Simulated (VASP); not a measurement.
A run of VASP 6.6.1:

The input POSCAR:

```
Re
1.0
    2.7598270443      0.0000000000      0.0000000000
   -1.3799135221      2.3900803304      0.0000000000
    0.0000000000      0.0000000000      4.4572270891
Re
2
Direct
    0.3333333333      0.6666666667      0.2500000000
    0.6666666667      0.3333333333      0.7500000000
```

The input INCAR.step1:

```
SYSTEM = Re
PREC = Accurate
ENCUT = 520
ISMEAR = -1
SIGMA = 0.6
LREAL = .FALSE.
LASPH = .TRUE.
NELM = 100
NBANDS = 14
GGA = PE
ALGO = Normal
EDIFF = 1E-4
LWAVE = .TRUE.
LCHARG = .FALSE.
```

Contents of INCAR.step2:

```
SYSTEM = Re
PREC = Accurate
ENCUT = 520
EDIFF = 1E-6
ISMEAR = -1
SIGMA = 0.6
LREAL = .FALSE.
LASPH = .TRUE.
NELM = 100
ALGO = Normal
ISIF = 2
LWAVE = .FALSE.
LCHARG = .FALSE.
METAGGA = R2SCAN
LMIXTAU = .TRUE.
NBANDS = 14
ISTART = 1
```

The input KPOINTS:

```
regular mesh
0
G
  13 13 7
  0 0 0
```

Potentials or basis: VASP PAW PBE potentials, release 64 (Re).

Run with:

```bash
$ cat potpaw_PBE.64/Re/POTCAR > POTCAR
$ cp INCAR.step1 INCAR
$ mpirun -np 1 vasp_std > vasp.out
$ cp INCAR.step2 INCAR
$ mpirun -np 1 vasp_std > vasp.out
```

Hardware: 1 thread of Intel Xeon 8259CL, on a shared host.

Q: How long does it take, and how much memory?

A: Run time: 110 s on 1 thread of Intel Xeon 8259CL, on a shared host, peak memory 0.18 GiB. Counts: k points 84.
